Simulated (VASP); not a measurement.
Here is a VASP 6.6.1 calculation.

Contents of INCAR:

```
SYSTEM = Ta
PREC = Accurate ; ENCUT = 520
EDIFF = 1E-6 ; ISMEAR = -1
SIGMA = 0.08 ; LREAL = .False.
LASPH = .True. ; NELM = 100
ALGO = Normal ; ISIF = 2
LWAVE = .False. ; LCHARG = .True.
GGA = PE ; LELF = .True.
LVHAR = .True. ; NBANDS = 12
```

KPOINTS

```
Automatic mesh
0
Gamma
  17 17 17
  0 0 0
```

Contents of POSCAR:

```
Ta
1.0
   -1.6178577021      1.6178577021      1.6178577021
    1.6178577021     -1.6178577021      1.6178577021
    1.6178577021      1.6178577021     -1.6178577021
Ta
1
Direct
    0.0000000000      0.0000000000      0.0000000000
```

Potentials or basis: VASP PAW PBE potentials, release 64 (Ta_pv).

Launch:

```bash
$ cat potpaw_PBE.64/Ta_pv/POTCAR > POTCAR
$ mpirun -np 1 vasp_std > vasp.out
```

Problem. What does it give for the pressure?

Solution. 17.7 GPa.
